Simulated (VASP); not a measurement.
Set up this calculation in VASP 6.6.1, as the native input.

```yaml
Task: single point
Functional: PBEsol
Potentials_or_basis: VASP PAW PBE potentials, release 64 (W_sv, O)
Cutoff: 520 eV
k_mesh: 8 × 8 × 8
Occupations: gaussian, width 0.15 eV
Spin: no spin polarisation
Dipole_correction: no
Further_INCAR_settings: ALGO = Normal; EDIFF = 1e-07; NBANDS = 58
```

The structure of W3O lies in POSCAR:

```
W3O
1.0
    4.8313496810      0.0000000000      0.0000000000
    0.0000000000      4.8313496810      0.0000000000
    0.0000000000      0.0000000000      4.8313496810
W O
6 2
Direct
    0.5000000000      0.7500000000      0.0000000000
    0.0000000000      0.5000000000      0.7500000000
    0.2500000000      0.0000000000      0.5000000000
    0.5000000000      0.2500000000      0.0000000000
    0.0000000000      0.5000000000      0.2500000000
    0.7500000000      0.0000000000      0.5000000000
    0.4875811100      0.5000000000      0.5000000000
    0.0000000000      0.0000000000      0.0000000000
```

This cell differs from its parent crystal: atom 7 (O) moved -0.060 Å along Cartesian [1 0 0].

One way to write it, as run:

INCAR

```
ALGO = Normal
EDIFF = 1E-7
ENCUT = 520
GGA = PS
ISIF = 2
ISMEAR = 0
LASPH = T
LCHARG = F
LREAL = F
LWAVE = F
NBANDS = 58
NELM = 60
PREC = Accurate
SIGMA = 0.15
```

KPOINTS

```
k-points
0
Gamma
  8 8 8
```

Potentials or basis: VASP PAW PBE potentials, release 64 (W_sv, O).

Run with:

```bash
$ cat potpaw_PBE.64/W_sv/POTCAR potpaw_PBE.64/O/POTCAR > POTCAR
$ mpirun -np 1 vasp_std > vasp.out
```

Results of the run:

```json
{
  "Pressure": "1.0 GPa",
  "Largest force": "0.277 eV/Å",
  "Band gap on the k mesh": "zero (bands 48 and 49 overlap by 0.93 eV)"
}
```

Caveat: the cell differs from its parent crystal (atom 7 (O) moved -0.060 Å along Cartesian [1 0 0]); the PAW data sets were made with another functional, which shifts forces and pressure a little; spin-orbit coupling is left out, which moves the levels of the heavy elements.

Wall time 6.4 min on 1 thread of Intel(R) Xeon(R) 6975P-C (Granite Rapids), on a shared host, peak memory 0.62 GiB.
